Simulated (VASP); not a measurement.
# S8 in VASP: relaxation of the atoms with PBE+D3(BJ)

Aim: the relaxation of the atoms of S8 with PBE+D3(BJ).

Everything below comes from runs of VASP 6.6.1. Logs are shortened: lines on timing, memory, paths and dates and some standing lists are left out, and cuts for length are marked.

## (1) The cell of the first run

The cell holds a molecule in a box, 8 atoms: a = 13.800 Å, b = 14.000 Å, c = 10.400 Å, α = 90.00°, β = 90.00°, γ = 90.00°.

## (2) Relaxation of the atoms, PBE+D3(BJ)

The input, INCAR:

```
ALGO = Normal
EDIFF = 1E-6
EDIFFG = -0.01
ENCUT = 520
GGA = PE
IBRION = 2
ISIF = 2
ISMEAR = 0
IVDW = 12
LASPH = True
LCHARG = False
LREAL = False
LWAVE = False
NELM = 100
NSW = 80
PREC = Accurate
SIGMA = 0.01
```

The input, KPOINTS:

```
k-points
0
Gamma
  1 1 1
```

The input, POSCAR:

```
S
1.0
   13.8000000000      0.0000000000      0.0000000000
    0.0000000000     14.0000000000      0.0000000000
    0.0000000000      0.0000000000     10.4000000000
S
8
Direct
    0.3276648855      0.5000000000      0.4530022364
    0.3781384214      0.3798793011      0.5469977636
    0.3781384214      0.6201206989      0.5469977636
    0.5000000000      0.3301268157      0.4530022364
    0.5000000000      0.6698731843      0.4530022364
    0.6218615786      0.3798793011      0.5469977636
    0.6218615786      0.6201206989      0.5469977636
    0.6723351145      0.5000000000      0.4530022364
```

Potentials or basis: VASP PAW PBE potentials, release 64 (S).

Run with:

```bash
$ cat potpaw_PBE.64/S/POTCAR > POTCAR
$ mpirun -np 1 vasp_gam > vasp.out
```

OUTCAR:

```text
EDIFF = 1E-6
   EDIFFG = -0.01
   ENCUT = 520
   GGA = PE
   IBRION = 2
   ISIF = 2
   ISMEAR = 0
   IVDW = 12
   LASPH = True
   LREAL = False
   NELM = 100
   NSW = 80
   PREC = Accurate
 IVDW          = 12

 ion  position               nearest neighbor table
   1  0.328  0.500  0.453-   2 2.07   3 2.07
   2  0.378  0.380  0.547-   1 2.07   4 2.07
   3  0.378  0.620  0.547-   1 2.07   5 2.07
   4  0.500  0.330  0.453-   2 2.07   6 2.07
   5  0.500  0.670  0.453-   3 2.07   7 2.07
   6  0.622  0.380  0.547-   8 2.07   4 2.07
   7  0.622  0.620  0.547-   8 2.07   5 2.07
   8  0.672  0.500  0.453-   6 2.07   7 2.07

  LATTYP: Found a simple orthorhombic cell.
 ALAT       =    10.4000000000
 B/A-ratio  =     1.3269230769
 C/A-ratio  =     1.3461538462

  Lattice vectors:

 A1 = (   0.0000000000,   0.0000000000,  10.4000000000)
 A2 = (  13.8000000000,   0.0000000000,   0.0000000000)
 A3 = (   0.0000000000,  14.0000000000,   0.0000000000)

Analysis of symmetry for initial positions (statically):
=====================================================================
 Subroutine PRICEL returns:
 Original cell was already a primitive cell.

 Routine SETGRP: Setting up the symmetry group for a
 simple orthorhombic supercell.

 Subroutine GETGRP returns: Found  4 space group operations
 (whereof  4 operations were pure point group operations)
 out of a pool of  8 trial point group operations.

The static configuration has the point symmetry C_2v.

Analysis of symmetry for dynamics (positions and initial velocities):
=====================================================================
 Subroutine PRICEL returns:
 Original cell was already a primitive cell.

 Routine SETGRP: Setting up the symmetry group for a
 simple orthorhombic supercell.

 Subroutine GETGRP returns: Found  4 space group operations
 (whereof  4 operations were pure point group operations)
 out of a pool of  8 trial point group operations.

The dynamic configuration has the point symmetry C_2v.

 Subroutine INISYM returns: Found  4 space group operations
 (whereof  4 operations are pure point group operations),
 and found     1 'primitive' translations

----------------------------------------------------------------------------------------

                                     Primitive cell

  volume of cell :    2009.2800

  direct lattice vectors                    reciprocal lattice vectors
    13.800000000  0.000000000  0.000000000     0.072463768  0.000000000  0.000000000
     0.000000000 14.000000000  0.000000000     0.000000000  0.071428571  0.000000000
     0.000000000  0.000000000 10.400000000     0.000000000  0.000000000  0.096153846

  length of vectors
    13.800000000 14.000000000 10.400000000     0.072463768  0.071428571  0.096153846

  position of ions in fractional coordinates (direct lattice)
     0.327664885  0.500000000  0.453002236
     0.378138421  0.379879301  0.546997764
     0.378138421  0.620120699  0.546997764
     0.500000000  0.330126816  0.453002236
     0.500000000  0.669873184  0.453002236
     0.621861579  0.379879301  0.546997764
     0.621861579  0.620120699  0.546997764
     0.672335115  0.500000000  0.453002236

  ion indices of the primitive-cell ions
   primitive index   ion index
                 1           1
                 2           2
                 3           3
                 4           4
                 5           5
                 6           6
                 7           7
                 8           8

----------------------------------------------------------------------------------------

 KPOINTS: k-points

Automatic generation of k-mesh.
 Grid dimensions read from file:
 generate k-points for:    1    1    1

 Generating k-lattice:

  Cartesian coordinates                     Fractional coordinates (reciprocal lattice)
     0.072463768  0.000000000  0.000000000     1.000000000  0.000000000  0.000000000
     0.000000000  0.071428571  0.000000000     0.000000000  1.000000000  0.000000000
     0.000000000  0.000000000  0.096153846     0.000000000  0.000000000  1.000000000

  Length of vectors
     0.072463768  0.071428571  0.096153846

  Shift w.r.t. Gamma in fractional coordinates (k-lattice)
     0.000000000  0.000000000  0.000000000

 Subroutine IBZKPT returns following result:
 ===========================================

 Found      1 irreducible k-points:

 Following reciprocal coordinates:
            Coordinates               Weight
  0.000000  0.000000  0.000000      1.000000
   k-points           NKPTS =      1   k-points in BZ     NKDIM =      1   number of bands    NBANDS=     29
   number of dos      NEDOS =    301   number of ions     NIONS =      8
   total plane-waves  NPLWV = 933120
   dimension x,y,z NGX =   108 NGY =  108 NGZ =   80
   dimension x,y,z NGXF=   216 NGYF=  216 NGZF=  160
   ions per type =               8
   NGX,Y,Z   is equivalent  to a cutoff of  13.01, 12.82, 12.79 a.u.
   NGXF,Y,Z  is equivalent  to a cutoff of  26.02, 25.65, 25.58 a.u.
 SYSTEM =  unknown system
   PREC   = accura    normal or accurate (medium, high low for compatibility)
   ISTART =      0    job   : 0-new  1-cont  2-samecut
   ICHARG =      2    charge: 1-file 2-atom 10-const
   ISPIN  =      1    spin polarized calculation?
   LNONCOLLINEAR =      F non collinear calculations
   LSORBIT =      F    spin-orbit coupling
   LASPH  =      T    aspherical Exc in radial PAW
   ENCUT  =  520.0 eV  38.22 Ry    6.18 a.u.  25.66 26.03 19.34*2*pi/ulx,y,z
   NELM   =    100;   NELMIN=  2; NELMDL= -5     # of ELM steps
   EDIFF  = 0.1E-05   stopping-criterion for ELM
   LREAL  =      F    real-space projection
   EDIFFG = -.1E-01   stopping-criterion for IOM
   NSW    =     80    number of steps for IOM
   IBRION =      2    ionic relax: 0-MD 1-quasi-New 2-CG
   NFREE  =      1    steps in history (QN), initial steepest desc. (CG)
   ISIF   =      2    stress and relaxation
   ISYM   =      2    0-nonsym 1-usesym 2-fastsym
   POTIM  = 0.5000    time-step for ionic-motion
   TEBEG  =    0.0;   TEEND  =   0.0 temperature during run
   PSTRESS=    0.0 pullay stress
   NELECT =      48.0000    total number of electrons
   NUPDOWN=      -1.0000    fix difference up-down
   EMIN   =  10.00;   EMAX   =-10.00  energy-range for DOS
   EFERMI =   0.00;   METHOD = LEGACY
   ISMEAR =     0;   SIGMA  =   0.01  broadening in eV -4-tet -1-fermi 0-gaus
   EFERMI_NEDOS =   21; number of points for ismear=-14 and -15
   IALGO  =     38    algorithm
   IMIX   =      4    mixing-type and parameters
     AMIX     =   0.40;   BMIX     =  1.00
     AMIX_MAG =   1.60;   BMIX_MAG =  1.00
  volume/ion in A,a.u.               =     251.16      1694.91
  Fermi-wavevector in a.u.,A,eV,Ry     =   0.471493  0.890992  3.024650  0.222305
  Thomas-Fermi vector in A             =   1.464170
   LORBIT       =      0    0 simple, 1 ext, 2 COOP (PROOUT), +10 PAW based schemes
   GGA     = PE    functional components
   LHFCALC =     F    Hartree Fock is set to
   AEXX    =    0.0000 exact exchange contribution
   IVDW    =    12    specifies the selected vdW correction
   LEPSILON=     F    determine dielectric tensor
   LRPA    =     F    only Hartree local field effects (RPA)
 conjugate gradient relaxation of ions
 non-spin polarized calculation
 Gauss-broadening in eV      SIGMA  =   0.01
  energy-cutoff  :      520.00
  volume of cell :     2009.28
 maximum number of plane-waves:     27091
 NGX is ok and might be reduce to   108
   NGX = 51   NGY = 53   NGZ = 39

--------------------------------------- Ionic step        1  -------------------------------------------

 number of electron      47.9999999 magnetization

 Free energy of the ion-electron system (eV)
  ---------------------------------------------------
  ext. energy  EPLUGINS =         0.00000000
  ---------------------------------------------------
  free energy    TOTEN  =       -32.99856285 eV

  energy without entropy =      -32.99856285  energy(sigma->0) =      -32.99856285

------------------------ aborting loop because EDIFF is reached ----------------------------------------

 Edisp (eV)   -0.58922

 E8    (eV) :    -0.2385

  FORCE on cell =-STRESS in cart. coord.  units (eV):
  Direction    XX          YY          ZZ          XY          YZ          ZX
  --------------------------------------------------------------------------------------
  -------------------------------------------------------------------------------------
  Total      -0.78128    -0.78011    -0.51122     0.00000     0.00000     0.00000
  in kB      -0.62298    -0.62205    -0.40764     0.00000     0.00000     0.00000
  external pressure =       -0.55 kB  Pullay stress =        0.00 kB

 VOLUME and BASIS-vectors are now :
 -----------------------------------------------------------------------------
  energy-cutoff  :      520.00
  volume of cell :     2009.28
      direct lattice vectors                 reciprocal lattice vectors
    13.800000000  0.000000000  0.000000000     0.072463768  0.000000000  0.000000000
     0.000000000 14.000000000  0.000000000     0.000000000  0.071428571  0.000000000
     0.000000000  0.000000000 10.400000000     0.000000000  0.000000000  0.096153846
[... 139 lines left out ...]
 POSITION                                       TOTAL-FORCE (eV/Angst)
 -----------------------------------------------------------------------------------
      4.52565      7.00000      4.71502         0.013065      0.000000     -0.009591
      5.22107      5.32108      5.68498         0.009358      0.009433      0.009565
      5.22107      8.67892      5.68498         0.009358     -0.009433      0.009565
      6.90000      4.62567      4.71502        -0.000000      0.013223     -0.009540
      6.90000      9.37433      4.71502        -0.000000     -0.013223     -0.009540
      8.57893      5.32108      5.68498        -0.009358      0.009433      0.009565
      8.57893      8.67892      5.68498        -0.009358     -0.009433      0.009565
      9.27435      7.00000      4.71502        -0.013065      0.000000     -0.009591
 -----------------------------------------------------------------------------------
    total drift:                                0.000000      0.000000     -0.000034

  FREE ENERGIE OF THE ION-ELECTRON SYSTEM (eV)
  ---------------------------------------------------
  free  energy   TOTEN  =       -33.5906322739 eV

  energy  without entropy=      -33.5906322739  energy(sigma->0) =      -33.59063227

--------------------------------------- Ionic step        5  -------------------------------------------

 number of electron      47.9999996 magnetization

 Free energy of the ion-electron system (eV)
  ---------------------------------------------------
  ext. energy  EPLUGINS =         0.00000000
  ---------------------------------------------------
  free energy    TOTEN  =       -32.99904879 eV

  energy without entropy =      -32.99904879  energy(sigma->0) =      -32.99904879

 E-fermi :  -5.6232     XC(G=0):  -1.4225

 val. band max:       -5.6998124228   @ k =   0.0000   0.0000   0.0000
 cond. band min:      -2.3154769291   @ k =   0.0000   0.0000   0.0000
 fundamental gap:      3.3843354937
 Fermi energy:        -5.6232461507

 k-point     1 :       0.0000    0.0000    0.0000
  band No.  band energies     occupation
      1     -21.1580      2.00000
      2     -20.3563      2.00000
      3     -20.3563      2.00000
      4     -18.2440      2.00000
      5     -18.2439      2.00000
      6     -15.3725      2.00000
[... 21 lines left out ...]
     28      -1.1371      0.00000
     29      -1.1368      0.00000
[... 24 lines left out ...]
 POSITION                                       TOTAL-FORCE (eV/Angst)
 -----------------------------------------------------------------------------------
      4.52827      7.00000      4.71377        -0.000292      0.000000     -0.000762
      5.22294      5.32296      5.68622        -0.000256     -0.000193      0.000762
      5.22294      8.67704      5.68622        -0.000256      0.000193      0.000762
      6.90000      4.62831      4.71379         0.000000     -0.000227     -0.000762
      6.90000      9.37169      4.71379         0.000000      0.000227     -0.000762
      8.57706      5.32296      5.68622         0.000256     -0.000193      0.000762
      8.57706      8.67704      5.68622         0.000256      0.000193      0.000762
      9.27173      7.00000      4.71377         0.000292      0.000000     -0.000762
 -----------------------------------------------------------------------------------
    total drift:                                0.000000      0.000000      0.000018

  FREE ENERGIE OF THE ION-ELECTRON SYSTEM (eV)
  ---------------------------------------------------
  free  energy   TOTEN  =       -33.5908142093 eV

  energy  without entropy=      -33.5908142093  energy(sigma->0) =      -33.59081421

 reached required accuracy - stopping structural energy minimisation
```

Wall time 13 min (1 thread of AMD EPYC 7R43 (Zen 3), shared host); peak memory 1.6 GiB.

What came out:

| Property | Result |
| --- | --- |
| Free energy | -33.5908 eV |
| Energy gained by relaxing | 0.4 meV/atom |
| Ionic steps | 5 |
| Gap between the frontier levels | 3.38 eV |
| Dispersion energy per atom | -0.074 eV |

The path:
```csv
step,energy change (eV),largest force (eV/Å),pressure (GPa)
1,0.0000,0.1293,-0.06
2,-0.0026,0.0381,-0.01
3,-0.0027,0.0221,-0.01
4,-0.0028,0.0164,-0.01
5,-0.0030,0.0008,-0.01
```

Final structure:
```cif
data_structure
_symmetry_space_group_name_H-M 'P 1'
_symmetry_Int_Tables_number 1
_cell_length_a 13.8000
_cell_length_b 14.0000
_cell_length_c 10.4000
_cell_angle_alpha 90.000
_cell_angle_beta 90.000
_cell_angle_gamma 90.000
_cell_volume 2009.28
loop_
_atom_site_label
_atom_site_type_symbol
_atom_site_fract_x
_atom_site_fract_y
_atom_site_fract_z
_atom_site_occupancy
S1 S 0.32814 0.50000 0.45325 1
S2 S 0.37847 0.38021 0.54675 1
S3 S 0.37847 0.61979 0.54675 1
S4 S 0.50000 0.33059 0.45325 1
S5 S 0.50000 0.66941 0.45325 1
S6 S 0.62153 0.38021 0.54675 1
S7 S 0.62153 0.61979 0.54675 1
S8 S 0.67186 0.50000 0.45325 1
```

Levels at points of the mesh, in eV from the valence-band top:
```tsv
k point	band 22	band 23	band 24	band 25	band 26	band 27
(0.00, 0.00, 0.00)	-0.10	-0.10	0.00	3.38	3.38	3.71
```
